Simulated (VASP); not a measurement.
## As: single point with LDA

The system is As.

```
As
1.0
     2.42810    0.00000    0.00000
     0.00000    2.42810    0.00000
     0.00000    0.00000    2.42810
As
1
Cartesian
  0.0000 0.0000 0.0000
```

This cell differs from its parent crystal: volume scaled by 0.75.

* Program: VASP 6.6.1
* Task: single point
* Functional: LDA
* Potentials or basis: VASP PAW LDA potentials, release 64 (As)
* Cutoff: 520 eV
* k mesh: 15 × 15 × 15
* Occupations: fermi-dirac, width 0.08 eV
* Spin: no spin polarisation

```
Pressure : 51.6 GPa
```

Levels at points of the mesh, in eV from the Fermi level:
```csv
k point,band 1,band 2,band 3,band 4,band 5,band 6
"(0.00, 0.00, 0.00)",-18.69,5.20,5.20,5.20,8.70,8.70
```

Wall time 3.7 s on 1 thread of Intel(R) Xeon(R) 6975P-C (Granite Rapids), on a shared host, peak memory 0.11 GiB.
